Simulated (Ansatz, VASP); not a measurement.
**GaN: VASP beside Ansatz**

```
Ga N
1.0
     3.12155    0.00000    0.00000
    -1.56078    2.70335    0.00000
     0.00000    0.00000    5.08517
Ga N
2 2
Direct
  0.66670 0.33330 0.00000
  0.33340 0.66670 0.50000
  0.66670 0.33330 0.37700
  0.33340 0.66670 0.87700
```

Alike in both runs: task single point; functional r2SCAN; k mesh 9 × 9 × 5; occupations tetrahedron; no spin polarisation.

|  | VASP | Ansatz |
| --- | --- | --- |
| version | VASP 6.6.1 | Ansatz 0.2.0 |
| potentials or method | VASP PAW PBE potentials, release 64 (Ga_d, N), cutoff 520 eV | PAW plane waves |
| valence electrons in the cell | 36 | 36 |

```tsv
	VASP	Ansatz	Ansatz less VASP
gap on the k mesh at the Fermi level (eV)	2.75	2.76	+0.011
pressure (GPa)	14.3	13.0	-1.30
traceless stress, the component that is largest in VASP (GPa)	-0.39	-0.30	+0.093
rms of the force components (eV/Å)	0.020	0.019	-0.0008
```

VASP's potentials were made for PBE, not for r2SCAN. Atom by atom the forces differ by 0.002 eV/Å (rms over components). The functional is the same, so the differences come from potentials, cutoffs and numerics. Ansatz's warnings: band table not solved further, product built on unsolved table, structure snapped to symmetry, tetrahedron derivatives may miss energy slope.
